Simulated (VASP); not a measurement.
# InSe2 (P4/nmm) in VASP: further runs

Runs on InSe2. Level: PBE. Tasks: single point.

Everything below comes from runs of VASP 6.6.1. Logs are shortened: lines on timing, memory, paths and dates and some standing lists are left out, and cuts for length are marked.

## (1) The cell of the first run

Symmetry: P4/nmm, No. 129, tetragonal system. The conventional cell has a = 4.043 Å, b = 4.043 Å, c = 10.122 Å, α = 90.00°, β = 90.00°, γ = 90.00°. Within 3.9 Å of In (site symmetry 4mm) lie 9 Se at 2.94 to 3.62 Å. Se (site symmetry 4mm) has 5 In at 2.94 to 3.42 Å within 3.9 Å. Se (site symmetry -4m2) has 4 Se at 2.86 Å and 4 In at 3.62 Å within 3.8 Å.

## (2) Single point, PBE (strain +0.040 along x and y, +0.040 along z)

File INCAR:

```
PREC = Accurate
ENCUT = 520
EDIFF = 1E-7
ISMEAR = 0
SIGMA = 0.15
LREAL = False
LASPH = True
NELM = 100
ALGO = Normal
ISIF = 2
LWAVE = False
LCHARG = True
GGA = PE
LELF = True
LVHAR = True
NBANDS = 34
```

File KPOINTS:

```
regular mesh
0
Gamma
  12 12 6
```

File POSCAR:

```
InSe2
1.0
    4.0428890035      0.0000000000      0.0000000000
    0.0000000000      4.0428890035      0.0000000000
    0.0000000000      0.0000000000     10.1218363586
In Se
2 4
Direct
    0.0000000000      0.5000000000      0.7035851637
    0.5000000000      0.0000000000      0.2964148363
    0.0000000000      0.5000000000      0.3657877574
    0.5000000000      0.0000000000      0.6342122426
    0.0000000000      0.0000000000      0.0000000000
    0.5000000000      0.5000000000      0.0000000000
```

Potentials or basis: VASP PAW PBE potentials, release 64 (In_d, Se).

Launch:

```
> cat potpaw_PBE.64/In_d/POTCAR potpaw_PBE.64/Se/POTCAR > POTCAR
> mpirun -np 1 vasp_std > vasp.out
```

OUTCAR:

```text
PREC = Accurate
   ENCUT = 520
   EDIFF = 1E-7
   ISMEAR = 0
   LREAL = False
   LASPH = True
   NELM = 100
   ISIF = 2
   GGA = PE

 ion  position               nearest neighbor table
   1  0.000  0.500  0.704-   4 2.94   4 2.94   4 2.94   4 2.94
   2  0.500  0.000  0.296-   3 2.94   3 2.94   3 2.94   3 2.94
   3  0.000  0.500  0.366-   2 2.94   2 2.94   2 2.94   2 2.94
   4  0.500  0.000  0.634-   1 2.94   1 2.94   1 2.94   1 2.94
   5  0.000  0.000  0.000-
   6  0.500  0.500  0.000-

  LATTYP: Found a simple tetragonal cell.
 ALAT       =     4.0428890035
 C/A-ratio  =     2.5036147047

  Lattice vectors:

 A1 = (   4.0428890035,   0.0000000000,   0.0000000000)
 A2 = (   0.0000000000,   4.0428890035,   0.0000000000)
 A3 = (   0.0000000000,   0.0000000000,  10.1218363586)

Analysis of symmetry for initial positions (statically):
=====================================================================
 Subroutine PRICEL returns:
 Original cell was already a primitive cell.

 Routine SETGRP: Setting up the symmetry group for a
 simple tetragonal supercell.

 Subroutine GETGRP returns: Found 16 space group operations
 (whereof  8 operations were pure point group operations)
 out of a pool of 16 trial point group operations.

The static configuration has the point symmetry D_2d.
 The point group associated with its full space group is D_4h.

Analysis of symmetry for dynamics (positions and initial velocities):
=====================================================================
 Subroutine PRICEL returns:
 Original cell was already a primitive cell.

 Routine SETGRP: Setting up the symmetry group for a
 simple tetragonal supercell.

 Subroutine GETGRP returns: Found 16 space group operations
 (whereof  8 operations were pure point group operations)
 out of a pool of 16 trial point group operations.

The dynamic configuration has the point symmetry D_2d.
 The point group associated with its full space group is D_4h.

 Subroutine INISYM returns: Found 16 space group operations
 (whereof  8 operations are pure point group operations),
 and found     1 'primitive' translations

----------------------------------------------------------------------------------------

                                     Primitive cell

  volume of cell :     165.4409

  direct lattice vectors                    reciprocal lattice vectors
     4.042889004  0.000000000  0.000000000     0.247347874  0.000000000  0.000000000
     0.000000000  4.042889004  0.000000000     0.000000000  0.247347874  0.000000000
     0.000000000  0.000000000 10.121836359     0.000000000  0.000000000  0.098796302

  length of vectors
     4.042889004  4.042889004 10.121836359     0.247347874  0.247347874  0.098796302

  position of ions in fractional coordinates (direct lattice)
     0.000000000  0.500000000  0.703585164
     0.500000000  0.000000000  0.296414836
     0.000000000  0.500000000  0.365787757
     0.500000000  0.000000000  0.634212243
     0.000000000  0.000000000  0.000000000
     0.500000000  0.500000000  0.000000000

  ion indices of the primitive-cell ions
   primitive index   ion index
                 1           1
                 2           2
                 3           3
                 4           4
                 5           5
                 6           6

----------------------------------------------------------------------------------------

 KPOINTS: regular mesh

Automatic generation of k-mesh.
 Grid dimensions read from file:
 generate k-points for:   12   12    6

 Generating k-lattice:

  Cartesian coordinates                     Fractional coordinates (reciprocal lattice)
     0.020612323  0.000000000  0.000000000     0.083333333  0.000000000  0.000000000
     0.000000000  0.020612323  0.000000000     0.000000000  0.083333333  0.000000000
     0.000000000  0.000000000  0.016466050     0.000000000  0.000000000  0.166666667

  Length of vectors
     0.020612323  0.020612323  0.016466050

  Shift w.r.t. Gamma in fractional coordinates (k-lattice)
     0.000000000  0.000000000  0.000000000

 Subroutine IBZKPT returns following result:
 ===========================================

 Found    112 irreducible k-points:

 Following reciprocal coordinates:
            Coordinates               Weight
  0.000000  0.000000  0.000000      1.000000
  0.083333  0.000000  0.000000      4.000000
  0.166667  0.000000  0.000000      4.000000
  0.250000  0.000000  0.000000      4.000000
  0.333333  0.000000  0.000000      4.000000
  0.416667  0.000000  0.000000      4.000000
[... 16 lines left out ...]
  0.333333  0.333333  0.000000      4.000000
  0.416667  0.333333  0.000000      8.000000
 [... further k-points ...]
   k-points           NKPTS =    112   k-points in BZ     NKDIM =    112   number of bands    NBANDS=     34
   number of dos      NEDOS =    301   number of ions     NIONS =      6
   total plane-waves  NPLWV =  72000
   dimension x,y,z NGX =    30 NGY =   30 NGZ =   80
   dimension x,y,z NGXF=    60 NGYF=   60 NGZF=  160
   ions per type =               2   4
   NGX,Y,Z   is equivalent  to a cutoff of  12.34, 12.34, 13.14 a.u.
   NGXF,Y,Z  is equivalent  to a cutoff of  24.67, 24.67, 26.28 a.u.
 SYSTEM =  unknown system
   PREC   = accura    normal or accurate (medium, high low for compatibility)
   ISTART =      0    job   : 0-new  1-cont  2-samecut
   ICHARG =      2    charge: 1-file 2-atom 10-const
   ISPIN  =      1    spin polarized calculation?
   LNONCOLLINEAR =      F non collinear calculations
   LSORBIT =      F    spin-orbit coupling
   LASPH  =      T    aspherical Exc in radial PAW
   ENCUT  =  520.0 eV  38.22 Ry    6.18 a.u.   7.52  7.52 18.82*2*pi/ulx,y,z
   NELM   =    100;   NELMIN=  2; NELMDL= -5     # of ELM steps
   EDIFF  = 0.1E-06   stopping-criterion for ELM
   LREAL  =      F    real-space projection
   EDIFFG = 0.1E-05   stopping-criterion for IOM
   NSW    =      0    number of steps for IOM
   IBRION =     -1    ionic relax: 0-MD 1-quasi-New 2-CG
   NFREE  =      0    steps in history (QN), initial steepest desc. (CG)
   ISIF   =      2    stress and relaxation
   ISYM   =      2    0-nonsym 1-usesym 2-fastsym
   POTIM  = 0.5000    time-step for ionic-motion
   TEBEG  =    0.0;   TEEND  =   0.0 temperature during run
   PSTRESS=    0.0 pullay stress
   NELECT =      50.0000    total number of electrons
   NUPDOWN=      -1.0000    fix difference up-down
   EMIN   =  10.00;   EMAX   =-10.00  energy-range for DOS
   EFERMI =   0.00;   METHOD = LEGACY
   ISMEAR =     0;   SIGMA  =   0.15  broadening in eV -4-tet -1-fermi 0-gaus
   EFERMI_NEDOS =   21; number of points for ismear=-14 and -15
   IALGO  =     38    algorithm
   IMIX   =      4    mixing-type and parameters
     AMIX     =   0.40;   BMIX     =  1.00
     AMIX_MAG =   1.60;   BMIX_MAG =  1.00
  volume/ion in A,a.u.               =      27.57       186.08
  Fermi-wavevector in a.u.,A,eV,Ry     =   1.098628  2.076105 16.421996  1.206983
  Thomas-Fermi vector in A             =   2.235008
   LORBIT       =      0    0 simple, 1 ext, 2 COOP (PROOUT), +10 PAW based schemes
   GGA     = PE    functional components
   LHFCALC =     F    Hartree Fock is set to
   AEXX    =    0.0000 exact exchange contribution
   IVDW    =     0    specifies the selected vdW correction
   LEPSILON=     F    determine dielectric tensor
   LRPA    =     F    only Hartree local field effects (RPA)
 non-spin polarized calculation
 Gauss-broadening in eV      SIGMA  =   0.15
  energy-cutoff  :      520.00
  volume of cell :      165.44
 maximum number of plane-waves:      4493
   NGX = 15   NGY = 15   NGZ = 37

 number of electron      49.9999987 magnetization

 Free energy of the ion-electron system (eV)
  ---------------------------------------------------
  ext. energy  EPLUGINS =         0.00000000
  ---------------------------------------------------
  free energy    TOTEN  =       -19.99235555 eV

  energy without entropy =      -19.96986839  energy(sigma->0) =      -19.98111197

 E-fermi :   3.6428     XC(G=0):  -9.3020

 val. band max:        3.6346546013   @ k =   0.1667   0.0000   0.5000
 cond. band min:       3.6470988726   @ k =   0.3333   0.2500   0.5000
 fundamental gap:      0.0124442713
 Fermi energy:         3.6427544859

 k-point     1 :       0.0000    0.0000    0.0000
  band No.  band energies     occupation
      1     -10.7273      2.00000
      2     -10.7269      2.00000
      3     -10.5861      2.00000
      4     -10.5856      2.00000
      5     -10.5856      2.00000
      6     -10.5844      2.00000
[... 26 lines left out ...]
     33       9.8486      0.00000
     34       9.8526      0.00000

 k-point     2 :       0.0833    0.0000    0.0000
  band No.  band energies     occupation
      1     -10.7219      2.00000
      2     -10.7163      2.00000
      3     -10.5879      2.00000
      4     -10.5853      2.00000
      5     -10.5849      2.00000
      6     -10.5827      2.00000
[... 26 lines left out ...]
     33       9.5807      0.00000
     34       9.7095      0.00000

 k-point     3 :       0.1667    0.0000    0.0000
  band No.  band energies     occupation
      1     -10.7075      2.00000
      2     -10.6939      2.00000
      3     -10.5936      2.00000
      4     -10.5934      2.00000
      5     -10.5847      2.00000
      6     -10.5803      2.00000
[... 26 lines left out ...]
     33       9.2775      0.00000
     34       9.3052      0.00000
[... 704 lines left out ...]
 k-point    23 :       0.3333    0.3333    0.0000
  band No.  band energies     occupation
      1     -10.7268      2.00000
      2     -10.7194      2.00000
      3     -10.6141      2.00000
      4     -10.6070      2.00000
      5     -10.6055      2.00000
      6     -10.6027      2.00000
[... 26 lines left out ...]
     33       9.0716      0.00000
     34      10.0408      0.00000

 k-point    24 :       0.4167    0.3333    0.0000
  band No.  band energies     occupation
      1     -10.7473      2.00000
      2     -10.7443      2.00000
      3     -10.6117      2.00000
      4     -10.6088      2.00000
      5     -10.6051      2.00000
      6     -10.6036      2.00000
[... 26 lines left out ...]
     33       9.4244      0.00000
     34       9.9483      0.00000

 [... further k-points ...]
[... 5 lines left out ...]
  --------------------------------------------------------------------------------------
  -------------------------------------------------------------------------------------
  Total       -6.5912039     -6.5912039     -2.2955035      0.0000000     -0.0000000      0.0000000
  in kB      -63.8311073    -63.8311073    -22.2303139      0.0000000     -0.0000000      0.0000000
  external PRESSURE =     -49.9641762 kB  Pullay stress =       0.0000000 kB

 VOLUME and BASIS-vectors are now :
 -----------------------------------------------------------------------------
  energy-cutoff  :      520.00
  volume of cell :      165.44
      direct lattice vectors                 reciprocal lattice vectors
     4.042889004  0.000000000  0.000000000     0.247347874  0.000000000  0.000000000
     0.000000000  4.042889004  0.000000000     0.000000000  0.247347874  0.000000000
     0.000000000  0.000000000 10.121836359     0.000000000  0.000000000  0.098796302

 POSITION                                       TOTAL-FORCE (eV/Angst)
 -----------------------------------------------------------------------------------
      0.00000      2.02144      7.12157         0.000000      0.000000     -0.226293
      2.02144      0.00000      3.00026         0.000000      0.000000      0.226293
      0.00000      2.02144      3.70244         0.000000     -0.000000     -0.137865
      2.02144      0.00000      6.41939         0.000000      0.000000      0.137865
      0.00000      0.00000      0.00000         0.000000      0.000000      0.000000
      2.02144      2.02144      0.00000         0.000000     -0.000000      0.000000
 -----------------------------------------------------------------------------------
    total drift:                                0.000000      0.000000      0.000000

  FREE ENERGIE OF THE ION-ELECTRON SYSTEM (eV)
  ---------------------------------------------------
  free  energy   TOTEN  =       -19.9923555451 eV

  energy  without entropy=      -19.9698683872  energy(sigma->0) =      -19.98111197
```

Wall time 10 min (1 thread of Oxide Virtual Turin-like, shared host); peak memory 0.57 GiB.

Results:

- Free energy: -19.9924 eV
- Pressure: -5.0 GPa
- Largest force: 0.226 eV/Å
- Band gap on the k mesh: zero (band 25 reaches 4.24 eV, above the bottom of band 26 at 2.57 eV)

Forces on the atoms (eV/Å):
```
In   0.000  0.000 -0.226
In   0.000  0.000  0.226
Se   0.000  0.000 -0.138
Se   0.000  0.000  0.138
Se   0.000  0.000  0.000
Se   0.000  0.000  0.000
```

Stress tensor (GPa, compression positive):
```
-6.38  0.00  0.00
 0.00 -6.38  0.00
 0.00  0.00 -2.22
```

Levels at points of the mesh, in eV from the Fermi level:
| k point | band 23 | band 24 | band 25 | band 26 | band 27 | band 28 |
| --- | --- | --- | --- | --- | --- | --- |
| (0.00, 0.00, 0.00) | -1.39 | -1.39 | 0.34 | 0.54 | 2.55 | 2.55 |
| (0.50, 0.00, 0.00) | -1.07 | -1.07 | -0.76 | -0.76 | 1.50 | 1.50 |
| (0.50, 0.50, 0.00) | -1.19 | -1.19 | -0.85 | -0.85 | 3.02 | 3.02 |
| (0.00, 0.00, 0.50) | -1.35 | -1.35 | 0.34 | 0.56 | 2.27 | 2.55 |
| (0.50, 0.00, 0.50) | -0.77 | -0.77 | -0.75 | -0.75 | 1.16 | 1.16 |
| (0.50, 0.50, 0.50) | -1.34 | -1.34 | -1.07 | -1.07 | 3.58 | 3.58 |

Caveat: the cell differs from its parent crystal (strain +0.040 along x and y, +0.040 along z); spin-orbit coupling is left out, which moves the levels of the heavy elements.

## (3) Single point, PBE (strain +0.080 along x and y, +0.000 along z)

File INCAR:

```
SYSTEM = InSe2
PREC     = Accurate       ! precision mode
ENCUT    = 520            ! plane-wave cutoff, eV
EDIFF    = 1E-6           ! SCF threshold, eV
ISMEAR   = 0              ! smearing method
SIGMA    = 0.15           ! smearing width, eV
LREAL    = .FALSE.        ! projectors in reciprocal space
LASPH    = .TRUE.         ! aspherical terms in the spheres
NELM     = 100            ! most SCF steps
ALGO     = Normal         ! electronic algorithm
ISIF     = 2              ! what is computed and relaxed
LWAVE    = .FALSE.        ! write WAVECAR
LCHARG   = .FALSE.        ! write CHGCAR
GGA      = PE             ! functional
NBANDS   = 34             ! bands
```

File KPOINTS:

```
regular mesh
0
G
  12 12 6
  0 0 0
```

POSCAR, as its differences from that of step 2:

```diff
@@ -2,5 +2,5 @@
 1.0
-    4.0428890035      0.0000000000      0.0000000000
-    0.0000000000      4.0428890035      0.0000000000
-    0.0000000000      0.0000000000     10.1218363586
+    4.1983847344      0.0000000000      0.0000000000
+    0.0000000000      4.1983847344      0.0000000000
+    0.0000000000      0.0000000000      9.7325349602
 In Se
```

Potentials or basis: VASP PAW PBE potentials, release 64 (In_d, Se).

Launch:

```
> cat potpaw_PBE.64/In_d/POTCAR potpaw_PBE.64/Se/POTCAR > POTCAR
> mpirun -np 1 vasp_std > vasp.out
```

Run time: 9.8 min. Hardware: 1 thread of Oxide Virtual Turin-like, shared host; peak memory 0.6 GiB.

Results (log left out):

| Property | Result |
| --- | --- |
| Free energy | -19.4465 eV |
| Pressure | -6.9 GPa |
| Largest force | 0.421 eV/Å |
| Band gap on the k mesh | zero (band 25 reaches 3.67 eV, above the bottom of band 26 at 2.28 eV) |

Forces on the atoms (eV/Å):
```
In   0.000  0.000 -0.421
In   0.000  0.000  0.421
Se   0.000  0.000 -0.048
Se   0.000  0.000  0.048
Se   0.000  0.000  0.000
Se   0.000  0.000  0.000
```

Stress tensor (GPa, compression positive):
```
-9.31  0.00  0.00
 0.00 -9.31  0.00
 0.00  0.00 -2.22
```

Levels at points of the mesh, in eV from the Fermi level:
```csv
k point,band 21,band 22,band 23,band 24,band 25,band 26,band 27,band 28,band 29,band 30
"(0.00, 0.00, 0.00)",-1.69,-1.69,-1.07,-1.07,0.19,0.70,2.11,2.11,3.91,4.64
"(0.50, 0.00, 0.00)",-1.32,-1.32,-0.81,-0.81,-0.62,-0.62,1.48,1.48,3.15,3.15
"(0.50, 0.50, 0.00)",-2.92,-2.92,-0.88,-0.88,-0.52,-0.52,3.20,3.20,3.34,3.34
"(0.00, 0.00, 0.50)",-1.75,-1.00,-1.00,-0.73,0.19,0.76,2.11,2.11,2.64,4.15
"(0.50, 0.00, 0.50)",-1.31,-1.31,-0.64,-0.64,-0.33,-0.33,1.23,1.23,3.17,3.17
"(0.50, 0.50, 0.50)",-2.60,-2.60,-1.14,-1.14,-0.86,-0.86,3.20,3.20,4.05,4.05
```

Caveat: the cell differs from its parent crystal (strain +0.080 along x and y, +0.000 along z); spin-orbit coupling is left out, which moves the levels of the heavy elements.

## (4) Single point, PBE (strain +0.080 along x and y, -0.080 along z)

File INCAR:

```
PREC = Accurate
ENCUT = 520
EDIFF = 1E-6
ISMEAR = 0
SIGMA = 0.15
LREAL = F
LASPH = T
NELM = 60
ALGO = Normal
ISIF = 2
LWAVE = F
LCHARG = F
GGA = PE
NBANDS = 34
```

File KPOINTS:

```
Automatic mesh
0
Gamma
  12 12 6
```

POSCAR, as its differences from that of step 3:

```diff
@@ -4,3 +4,3 @@
     0.0000000000      4.1983847344      0.0000000000
-    0.0000000000      0.0000000000      9.7325349602
+    0.0000000000      0.0000000000      8.9539321634
 In Se
```

Launch:

```
> cat potpaw_PBE.64/In_d/POTCAR potpaw_PBE.64/Se/POTCAR > POTCAR
> mpirun -np 1 vasp_std > vasp.out
```

Run time: 11 min. Hardware: 1 thread of Oxide Virtual Turin-like, shared host; peak memory 0.56 GiB.

The run converged. Its results:

```
Free energy            : -19.5675 eV
Pressure               : -5.5 GPa
Largest force          : 0.485 eV/Å
Band gap on the k mesh : zero (band 25 reaches 4.56 eV, above the bottom of band 26 at 2.95 eV)
```

Forces on the atoms (eV/Å):
```
In   0.000  0.000 -0.485
In   0.000  0.000  0.485
Se   0.000  0.000  0.054
Se   0.000  0.000 -0.054
Se   0.000  0.000  0.000
Se   0.000  0.000  0.000
```

Stress tensor (GPa, compression positive):
```
-7.96  0.00  0.00
 0.00 -7.96  0.00
 0.00  0.00 -0.55
```

Levels at points of the mesh, in eV from the Fermi level:
```tsv
k point	band 23	band 24	band 25	band 26	band 27	band 28
(0.00, 0.00, 0.00)	-1.07	-1.07	-0.05	0.74	1.95	1.95
(0.50, 0.00, 0.00)	-0.75	-0.75	-0.71	-0.71	1.61	1.61
(0.50, 0.50, 0.00)	-0.72	-0.72	-0.28	-0.28	3.07	3.07
(0.00, 0.00, 0.50)	-0.93	-0.05	0.06	0.91	1.95	1.95
(0.50, 0.00, 0.50)	-0.75	-0.75	-0.10	-0.10	1.30	1.30
(0.50, 0.50, 0.50)	-1.23	-1.23	-0.98	-0.98	3.07	3.07
```

Caveat: the cell differs from its parent crystal (strain +0.080 along x and y, -0.080 along z); spin-orbit coupling is left out, which moves the levels of the heavy elements.

## (5) Overview

| cell | gap on the mesh (eV) | pressure (GPa) | largest force (eV/Å) |
| --- | --- | --- | --- |
| a = 4.043, b = 4.043, c = 10.122 Å, 6 atoms | none | -5.0 | 0.23 |
| a = 4.198, b = 4.198, c = 9.733 Å, 6 atoms | none | -6.9 | 0.42 |
| a = 4.198, b = 4.198, c = 8.954 Å, 6 atoms | none | -5.5 | 0.49 |

Alike in all rows: task single point; level PBE; potentials or basis VASP PAW PBE potentials, release 64 (In_d, Se); no spin polarisation; k mesh 12 × 12 × 6; cutoff (eV) 520; smearing gaussian 0.15 eV.

Caveats: spin-orbit coupling is left out, which moves the levels of the heavy elements.

Absolute energies hang on the potentials; compare differences alone.
